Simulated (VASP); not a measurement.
A run of VASP 6.6.1 is set up as follows.

Contents of INCAR:

```
SYSTEM = Ge
ALGO = Normal
EDIFF = 1E-6
ENCUT = 520
GGA = PE
ISIF = 2
ISMEAR = -1
LASPH = .True.
LCHARG = .False.
LREAL = .False.
LWAVE = .False.
NBANDS = 21
NELM = 100
PREC = Accurate
SIGMA = 0.05
```

The input KPOINTS:

```
k-points
0
Gamma
  9 9 9
  0 0 0
```

Contents of POSCAR:

```
Ge
1.0
    0.0000000000      2.8744485395      2.8744485395
    2.8744485395      0.0000000000      2.8744485395
    2.8744485395      2.8744485395      0.0000000000
Ge
2
Direct
   -0.1700000000     -0.1100000000     -0.1100000000
    0.1700000000      0.1100000000      0.1100000000
```

Potentials or basis: VASP PAW PBE potentials, release 64 (Ge_d).

Launch:

```bash
$ cat potpaw_PBE.64/Ge_d/POTCAR > POTCAR
$ mpirun -np 1 vasp_std > vasp.out
```

Task: What does it give for the pressure?

Result: 4.0 GPa.

Task: Estimate the band gap on the k mesh.

Result: Zero (band 14 reaches 5.36 eV, above the bottom of band 15 at 4.25 eV).

Task: What does it give for the largest force?

Result: 4.446 eV/Å.

Stress tensor (GPa, compression positive):
```
 4.04 -7.13 -7.13
-7.13  4.04  7.13
-7.13  7.13  4.04
```

Caveat: the cell differs from its parent crystal (shortest bond scaled by 0.88); forces of over 1 eV/Å act on the atoms, so gaps and moduli don't describe the material at rest.
